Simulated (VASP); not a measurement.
Input of a VASP 6.6.1 run:

The input INCAR:

```
ALGO = Normal
EDIFF = 1E-6
ENCUT = 600
GGA = PE
GGA_COMPAT = F
ISIF = 2
ISMEAR = 0
LASPH = T
LCHARG = F
LREAL = F
LWAVE = F
NBANDS = 28
NELM = 120
PREC = Accurate
SIGMA = 0.02
```

KPOINTS

```
k-points
0
Gamma
  8 8 8
```

POSCAR

```
SrTiO3
1.0
    3.9365171072      0.0000000000      0.0000000000
    0.0000000000      3.9365171072      0.0000000000
    0.0000000000      0.0000000000      3.9365171072
Sr Ti O
1 1 3
Direct
    0.0000000000      0.0000000000      0.0000000000
    0.5000000000      0.5000000000      0.5000000000
    0.5000000000      0.5000000000      0.0000000000
    0.0000000000      0.5000000000      0.5000000000
    0.5000000000      0.0000000000      0.5000000000
```

Potentials or basis: VASP PAW PBE potentials, release 64 (Sr_sv, Ti_sv, O).

Run with:

```sh
$ cat potpaw_PBE.64/Sr_sv/POTCAR potpaw_PBE.64/Ti_sv/POTCAR potpaw_PBE.64/O/POTCAR > POTCAR
$ mpirun -np 1 vasp_std > vasp.out
```

Task: What does it give for the band gap on the k mesh?

Result: 1.81 eV (least direct gap 2.18 eV).

Task: What does it give for the pressure?

Result: 0.4 GPa.

A k mesh can miss the band edges.
